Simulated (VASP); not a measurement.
# Tl (P2_1/m) in VASP: single point with PBE

Aim: the single point of Tl with PBE.

All numbers are computed with VASP 6.6.1; they aren't measurements. Logs are shortened: lines on timing, memory, paths and dates and some standing lists are left out, and cuts for length are marked.

### Step 1. The cell of the first run

Symmetry: P2_1/m, No. 11, monoclinic system. The conventional cell has a = 3.344 Å, b = 5.525 Å, c = 3.458 Å, α = 90.00°, β = 116.74°, γ = 90.00°. Within 4.4 Å of Tl (site symmetry m) lie 12 Tl at 3.34 to 3.57 Å.

### Step 2. Single point, PBE (strain -0.0750 x Voigt [0, 0, 0, 0, 0, 1])

INCAR

```
PREC = Accurate
ENCUT = 520
EDIFF = 1E-7
ISMEAR = 0
SIGMA = 0.15
LREAL = False
LASPH = True
NELM = 80
ALGO = Fast
ISIF = 2
LWAVE = False
LCHARG = True
GGA = PE
LELF = True
LVHAR = True
NBANDS = 20
```

KPOINTS

```
Automatic mesh
0
Gamma
  18 18 10
```

POSCAR

```
Tl
1.0
    3.4559983565     -0.1295999383      0.0000000000
   -1.8402360172      3.0577823414      0.0000000000
    0.0000000000      0.0000000000      5.5250000000
Tl
2
Direct
    0.3333333333      0.6666666667      0.2500000000
    0.6666666667      0.3333333333      0.7500000000
```

Potentials or basis: VASP PAW PBE potentials, release 64 (Tl_d).

Started as:

```sh
$ cat potpaw_PBE.64/Tl_d/POTCAR > POTCAR
$ mpirun -np 1 vasp_std > vasp.out
```

OUTCAR:

```text
PREC = Accurate
   ENCUT = 520
   EDIFF = 1E-7
   ISMEAR = 0
   LREAL = False
   LASPH = True
   NELM = 80
   ISIF = 2
   GGA = PE

 ion  position               nearest neighbor table
   1  0.333  0.667  0.250-   2 3.37   2 3.37   2 3.41   2 3.41   2 3.45   2 3.45
   2  0.667  0.333  0.750-   1 3.37   1 3.37   1 3.41   1 3.41   1 3.45   1 3.45

  LATTYP: Found a simple monoclinic cell.
 ALAT       =     3.3443893498
 B/A-ratio  =     1.6520205700
 C/A-ratio  =     1.0340983480
 COS(beta)  =    -0.4499768365

  Lattice vectors:

 A1 = (   1.6157623393,   2.9281824031,   0.0000000000)
 A2 = (   0.0000000000,   0.0000000000,  -5.5250000000)
 A3 = (  -3.4559983565,   0.1295999383,   0.0000000000)

Analysis of symmetry for initial positions (statically):
=====================================================================
 Subroutine PRICEL returns:
 Original cell was already a primitive cell.

 Routine SETGRP: Setting up the symmetry group for a
 simple monoclinic supercell.

 Subroutine GETGRP returns: Found  4 space group operations
 (whereof  2 operations were pure point group operations)
 out of a pool of  4 trial point group operations.

The static configuration has the point symmetry S_2 .
 The point group associated with its full space group is C_2h.

Analysis of symmetry for dynamics (positions and initial velocities):
=====================================================================
 Subroutine PRICEL returns:
 Original cell was already a primitive cell.

 Routine SETGRP: Setting up the symmetry group for a
 simple monoclinic supercell.

 Subroutine GETGRP returns: Found  4 space group operations
 (whereof  2 operations were pure point group operations)
 out of a pool of  4 trial point group operations.

The dynamic configuration has the point symmetry S_2 .
 The point group associated with its full space group is C_2h.

 Subroutine INISYM returns: Found  4 space group operations
 (whereof  2 operations are pure point group operations),
 and found     1 'primitive' translations

----------------------------------------------------------------------------------------

                                     Primitive cell

  volume of cell :      57.0688

  direct lattice vectors                    reciprocal lattice vectors
     3.455998356 -0.129599938  0.000000000     0.296032940  0.178158684  0.000000000
    -1.840236017  3.057782341  0.000000000     0.012546953  0.334585409  0.000000000
     0.000000000  0.000000000  5.525000000     0.000000000  0.000000000  0.180995475

  length of vectors
     3.458427502  3.568823538  5.525000000     0.345508348  0.334820581  0.180995475

  position of ions in fractional coordinates (direct lattice)
     0.333333333  0.666666667  0.250000000
     0.666666667  0.333333333  0.750000000

  ion indices of the primitive-cell ions
   primitive index   ion index
                 1           1
                 2           2

----------------------------------------------------------------------------------------

 KPOINTS: Automatic mesh

Automatic generation of k-mesh.
 Grid dimensions read from file:
 generate k-points for:   18   18   10

 Generating k-lattice:

  Cartesian coordinates                     Fractional coordinates (reciprocal lattice)
     0.016446274  0.009897705  0.000000000     0.055555556  0.000000000  0.000000000
     0.000697053  0.018588078  0.000000000    -0.000000000  0.055555556  0.000000000
     0.000000000  0.000000000  0.018099548     0.000000000  0.000000000  0.100000000

  Length of vectors
     0.019194908  0.018601143  0.018099548

  Shift w.r.t. Gamma in fractional coordinates (k-lattice)
     0.000000000  0.000000000  0.000000000

 Subroutine IBZKPT returns following result:
 ===========================================

 Found    984 irreducible k-points:

 Following reciprocal coordinates:
            Coordinates               Weight
  0.000000  0.000000  0.000000      1.000000
  0.055556  0.000000  0.000000      2.000000
  0.111111  0.000000  0.000000      2.000000
  0.166667  0.000000  0.000000      2.000000
  0.222222  0.000000  0.000000      2.000000
  0.277778  0.000000  0.000000      2.000000
[... 16 lines left out ...]
 -0.333333  0.055556  0.000000      2.000000
 -0.277778  0.055556  0.000000      2.000000
 [... further k-points ...]
   k-points           NKPTS =    984   k-points in BZ     NKDIM =    984   number of bands    NBANDS=     20
   number of dos      NEDOS =    301   number of ions     NIONS =      2
   total plane-waves  NPLWV =  32928
   dimension x,y,z NGX =    28 NGY =   28 NGZ =   42
   dimension x,y,z NGXF=    56 NGYF=   56 NGZF=   84
   ions per type =               2
   NGX,Y,Z   is equivalent  to a cutoff of  13.46, 13.04, 12.64 a.u.
   NGXF,Y,Z  is equivalent  to a cutoff of  26.92, 26.09, 25.28 a.u.
 SYSTEM =  unknown system
   PREC   = accura    normal or accurate (medium, high low for compatibility)
   ISTART =      0    job   : 0-new  1-cont  2-samecut
   ICHARG =      2    charge: 1-file 2-atom 10-const
   ISPIN  =      1    spin polarized calculation?
   LNONCOLLINEAR =      F non collinear calculations
   LSORBIT =      F    spin-orbit coupling
   LASPH  =      T    aspherical Exc in radial PAW
   ENCUT  =  520.0 eV  38.22 Ry    6.18 a.u.   6.43  6.64 10.27*2*pi/ulx,y,z
   NELM   =     80;   NELMIN=  2; NELMDL= -5     # of ELM steps
   EDIFF  = 0.1E-06   stopping-criterion for ELM
   LREAL  =      F    real-space projection
   EDIFFG = 0.1E-05   stopping-criterion for IOM
   NSW    =      0    number of steps for IOM
   IBRION =     -1    ionic relax: 0-MD 1-quasi-New 2-CG
   NFREE  =      0    steps in history (QN), initial steepest desc. (CG)
   ISIF   =      2    stress and relaxation
   ISYM   =      2    0-nonsym 1-usesym 2-fastsym
   POTIM  = 0.5000    time-step for ionic-motion
   TEBEG  =    0.0;   TEEND  =   0.0 temperature during run
   PSTRESS=    0.0 pullay stress
   NELECT =      26.0000    total number of electrons
   NUPDOWN=      -1.0000    fix difference up-down
   EMIN   =  10.00;   EMAX   =-10.00  energy-range for DOS
   EFERMI =   0.00;   METHOD = LEGACY
   ISMEAR =     0;   SIGMA  =   0.15  broadening in eV -4-tet -1-fermi 0-gaus
   EFERMI_NEDOS =   21; number of points for ismear=-14 and -15
   IALGO  =     68    algorithm
   IMIX   =      4    mixing-type and parameters
     AMIX     =   0.40;   BMIX     =  1.00
     AMIX_MAG =   1.60;   BMIX_MAG =  1.00
  volume/ion in A,a.u.               =      28.53       192.56
  Fermi-wavevector in a.u.,A,eV,Ry     =   1.259698  2.380484 21.590246  1.586838
  Thomas-Fermi vector in A             =   2.393244
   LORBIT       =      0    0 simple, 1 ext, 2 COOP (PROOUT), +10 PAW based schemes
   GGA     = PE    functional components
   LHFCALC =     F    Hartree Fock is set to
   AEXX    =    0.0000 exact exchange contribution
   IVDW    =     0    specifies the selected vdW correction
   LEPSILON=     F    determine dielectric tensor
   LRPA    =     F    only Hartree local field effects (RPA)
 non-spin polarized calculation
 RMM-DIIS sequential band-by-band and
 Gauss-broadening in eV      SIGMA  =   0.15
  energy-cutoff  :      520.00
  volume of cell :       57.07
 maximum number of plane-waves:      1564
 NGX is ok and might be reduce to    28
   NGX = 13   NGY = 13   NGZ = 21

 number of electron      26.0000002 magnetization

 Free energy of the ion-electron system (eV)
  ---------------------------------------------------
  ext. energy  EPLUGINS =         0.00000000
  ---------------------------------------------------
  free energy    TOTEN  =        -4.39603349 eV

  energy without entropy =       -4.38725604  energy(sigma->0) =       -4.39164477

 E-fermi :   6.6338     XC(G=0): -10.1998

 val. band max:        6.6277604994   @ k =   0.3333   0.1667   0.3000
 cond. band min:       6.6365060504   @ k =   0.5000   0.2222   0.4000
 fundamental gap:      0.0087455510
 Fermi energy:         6.6338149903

 k-point     1 :       0.0000    0.0000    0.0000
  band No.  band energies     occupation
      1      -5.2341      2.00000
      2      -5.0654      2.00000
      3      -5.0286      2.00000
      4      -4.9777      2.00000
      5      -4.8704      2.00000
      6      -4.8673      2.00000
[... 12 lines left out ...]
     19      17.4764      0.00000
     20      18.1767      0.00000

 k-point     2 :       0.0556    0.0000    0.0000
  band No.  band energies     occupation
      1      -5.2183      2.00000
      2      -5.0519      2.00000
      3      -5.0150      2.00000
      4      -4.9741      2.00000
      5      -4.8743      2.00000
      6      -4.8710      2.00000
[... 12 lines left out ...]
     19      17.5576      0.00000
     20      18.7006      0.00000

 k-point     3 :       0.1111    0.0000    0.0000
  band No.  band energies     occupation
      1      -5.1772      2.00000
      2      -5.0252      2.00000
      3      -4.9838      2.00000
      4      -4.9500      2.00000
      5      -4.8943      2.00000
      6      -4.8699      2.00000
[... 12 lines left out ...]
     19      17.8278      0.00000
     20      18.4426      0.00000

 k-point     4 :       0.1667    0.0000    0.0000
  band No.  band energies     occupation
      1      -5.1374      2.00000
      2      -5.0221      2.00000
      3      -4.9243      2.00000
      4      -4.9217      2.00000
      5      -4.9142      2.00000
      6      -4.8924      2.00000
[... 12 lines left out ...]
     19      16.8187      0.00000
     20      18.3738      0.00000

 k-point     5 :       0.2222    0.0000    0.0000
  band No.  band energies     occupation
      1      -5.1464      2.00000
      2      -5.0079      2.00000
      3      -4.9752      2.00000
      4      -4.9577      2.00000
      5      -4.8745      2.00000
      6      -4.8311      2.00000
[... 12 lines left out ...]
     19      15.8619      0.00000
     20      17.5068      0.00000
[... 353 lines left out ...]
      6      -4.7536      2.00000
[... 12 lines left out ...]
     19      14.6512      0.00000
     20      15.5872      0.00000

 k-point    22 :      -0.3889    0.0556    0.0000
  band No.  band energies     occupation
      1      -5.2463      2.00000
      2      -5.1408      2.00000
      3      -5.0509      2.00000
      4      -5.0316      2.00000
      5      -4.7853      2.00000
      6      -4.7590      2.00000
[... 12 lines left out ...]
     19      14.8838      0.00000
     20      15.8250      0.00000

 k-point    23 :      -0.3333    0.0556    0.0000
  band No.  band energies     occupation
      1      -5.2016      2.00000
      2      -5.0783      2.00000
      3      -5.0273      2.00000
      4      -5.0045      2.00000
      5      -4.8286      2.00000
      6      -4.7266      2.00000
[... 12 lines left out ...]
     19      15.2403      0.00000
     20      16.2038      0.00000

 k-point    24 :      -0.2778    0.0556    0.0000
  band No.  band energies     occupation
      1      -5.1549      2.00000
      2      -5.0277      2.00000
      3      -5.0091      2.00000
      4      -4.9733      2.00000
      5      -4.8660      2.00000
      6      -4.7982      2.00000
[... 12 lines left out ...]
     19      15.7675      0.00000
     20      16.7551      0.00000

 [... further k-points ...]

------------------------ aborting loop because EDIFF is reached ----------------------------------------

  FORCE on cell =-STRESS in cart. coord.  units (eV):
  Direction    XX          YY          ZZ          XY          YZ          ZX
  --------------------------------------------------------------------------------------
  -------------------------------------------------------------------------------------
  Total        1.1260455      1.3105143      1.0894637      0.2693718      0.0000000      0.0000000
  in kB       31.6131459     36.7920112     30.5861307      7.5624731      0.0000000      0.0000000
  external PRESSURE =      32.9970959 kB  Pullay stress =       0.0000000 kB

 VOLUME and BASIS-vectors are now :
 -----------------------------------------------------------------------------
  energy-cutoff  :      520.00
  volume of cell :       57.07
      direct lattice vectors                 reciprocal lattice vectors
     3.455998356 -0.129599938  0.000000000     0.296032940  0.178158684  0.000000000
    -1.840236017  3.057782341  0.000000000     0.012546953  0.334585409  0.000000000
     0.000000000  0.000000000  5.525000000     0.000000000  0.000000000  0.180995475

 POSITION                                       TOTAL-FORCE (eV/Angst)
 -----------------------------------------------------------------------------------
     -0.07482      1.99532      1.38125         0.066824     -0.001297     -0.000000
      1.69059      0.93286      4.14375        -0.066824      0.001297      0.000000
 -----------------------------------------------------------------------------------
    total drift:                                0.000000     -0.000000     -0.000000

  FREE ENERGIE OF THE ION-ELECTRON SYSTEM (eV)
  ---------------------------------------------------
  free  energy   TOTEN  =        -4.3960334940 eV

  energy  without entropy=       -4.3872560400  energy(sigma->0) =       -4.39164477
```

Run time: 18 min. Hardware: 1 thread of Intel Xeon 8259CL, shared host; peak memory 0.9 GiB.

What came out:

```yaml
Free_energy: -4.3960 eV
Pressure: 3.3 GPa
Largest_force: 0.067 eV/Å
Band_gap_on_the_k_mesh: zero (bands 13 and 14 overlap by 6.01 eV)
```

Forces in eV/Å, atoms in the order of the input:
```
Tl   0.067 -0.001  0.000
Tl  -0.067  0.001  0.000
```

Stress tensor (GPa, compression positive):
```
3.16 0.76 0.00
0.76 3.68 0.00
0.00 0.00 3.06
```

Caveat: the cell differs from its parent crystal (strain -0.0750 x Voigt [0, 0, 0, 0, 0, 1]); the cell stands under pressure; spin-orbit coupling is left out, which moves the levels of the heavy elements.
